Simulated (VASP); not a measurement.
Runs of VASP 6.6.1 on Te2Mo. The structure is that of space group P6_3/mmc (No. 194), or close to it. The cells are those of the table. 

```csv
cell,gap on the mesh (eV),pressure (GPa),largest force (eV/Å)
"a = 3.495, b = 3.495, c = 13.880 Å, angles 90.0, 90.0, 120.0°, 6 atoms",0.79,5.2,0.48
"a = 3.471, b = 3.471, c = 13.785 Å, angles 90.0, 90.0, 120.0°, 6 atoms",0.79,(a),0.80
"a = 3.564, b = 3.564, c = 14.157 Å, angles 90.0, 90.0, 120.0°, 6 atoms",0.81,(b),0.33
"a = 3.518, b = 3.518, c = 13.974 Å, angles 90.0, 90.0, 120.0°, 6 atoms",0.80,2.9,0.19
"a = 3.542, b = 3.542, c = 14.066 Å, angles 90.0, 90.0, 120.0°, 6 atoms",0.80,0.9,0.08
```

Alike in all rows: task single point; level PBE; potentials or basis VASP PAW PBE potentials, release 64 (Te, Mo_sv); no spin polarisation; k mesh 8 × 8 × 2; cutoff (eV) 520; smearing fermi-dirac 0.1 eV.

Estimate the missing entries.

(a) 7.7; (b) -0.9.

Caveats: spin-orbit coupling is left out, which moves the levels of the heavy elements; this functional lacks dispersion, which binds the layers, so the pressure and a relaxed spacing across them are unreliable; the cell stands under pressure (at least some runs).

A k mesh can miss the band edges, and the runs leave out spin-orbit coupling on Mo, Te.
